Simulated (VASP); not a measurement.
## Zr: single point with PBE

Zr:

```
CELL_PARAMETERS angstrom
3.23200 0.00000 0.00000
-1.61600 2.79899 0.00000
0.00000 0.00000 5.14700
ATOMIC_POSITIONS crystal
Zr 0.66667 0.33333 0.75000
Zr 0.33333 0.66667 0.25000
```

| Property | Result |
| --- | --- |
| Program | VASP 6.6.1 |
| Task | single point |
| Functional | PBE |
| Potentials or basis | VASP PAW PBE potentials, release 64 (Zr_sv) |
| Cutoff | 520 eV |
| k mesh | 9 × 9 × 5 |
| Occupations | gaussian, width 0.016 eV |
| Spin | no spin polarisation |

```yaml
Pressure: 0.6 GPa
Band_gap_on_the_k_mesh: zero (band 12 reaches 9.85 eV, above the bottom of band 13 at 8.74 eV)
```

Stress tensor (GPa, compression positive):
```
0.25 0.00 0.00
0.00 0.25 0.00
0.00 0.00 1.35
```

Levels at points of the mesh, in eV from the Fermi level:
```
           k point  band 8  band 9  band 10  band 11  band 12  band 13  band 14  band 15  band 16  band 17
(0.00, 0.00, 0.00)  -26.40   -5.70    -3.07     0.82     0.82     0.97     1.13     1.51     1.51     2.09
```

Wall time 12 s on 1 thread of Intel(R) Xeon(R) 6975P-C (Granite Rapids), with other jobs on the host, peak memory 0.17 GiB.
